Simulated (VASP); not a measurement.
## MoS2: single point with PBE+D3(BJ)

MoS2:

```
Mo S
1.0
     3.14949    0.00000    0.00000
    -1.57475    2.72754    0.00000
     0.00000    0.00000    6.64538
Mo S
1 2
Direct
  0.00000 0.00000 0.00000
  0.33333 0.66667 0.23577
  0.33333 0.66667 0.76423
```

| Quantity | Value |
| --- | --- |
| Program | VASP 6.6.1 |
| Task | single point |
| Functional | PBE |
| Dispersion | D3(BJ) |
| Potentials or basis | VASP PAW PBE potentials, release 64 (Mo_sv, S) |
| Cutoff | 520 eV |
| k mesh | 12 × 12 × 4 |
| Occupations | gaussian, width 0.02 eV |
| Spin | no spin polarisation |

* Pressure: -0.1 GPa
* Largest force: 0.014 eV/Å
* Band gap on the k mesh: 1.22 eV (least direct gap 1.76 eV)
* Dispersion energy per atom: -0.398 eV

Forces on the atoms (eV/Å):
```
Mo   0.000  0.000  0.000
S    0.000  0.000 -0.014
S    0.000  0.000  0.014
```

Levels at points of the mesh, in eV from the valence-band top:
| k point | band 11 | band 12 | band 13 | band 14 | band 15 | band 16 |
| --- | --- | --- | --- | --- | --- | --- |
| (0.00, 0.00, 0.00) | -1.87 | -1.49 | -0.93 | 2.45 | 2.45 | 2.60 |
| (0.50, 0.00, 0.00) | -1.98 | -1.37 | -1.29 | 1.94 | 2.33 | 3.84 |
| (0.00, 0.00, 0.50) | -1.88 | -1.88 | 0.00 | 2.38 | 2.38 | 2.70 |
| (0.50, 0.00, 0.50) | -2.82 | -1.30 | -0.86 | 1.95 | 2.53 | 3.18 |

It took 23 s on 1 thread of Intel(R) Xeon(R) 6975P-C (Granite Rapids) (shared host), peak memory 0.22 GiB.

A k mesh can miss the band edges.
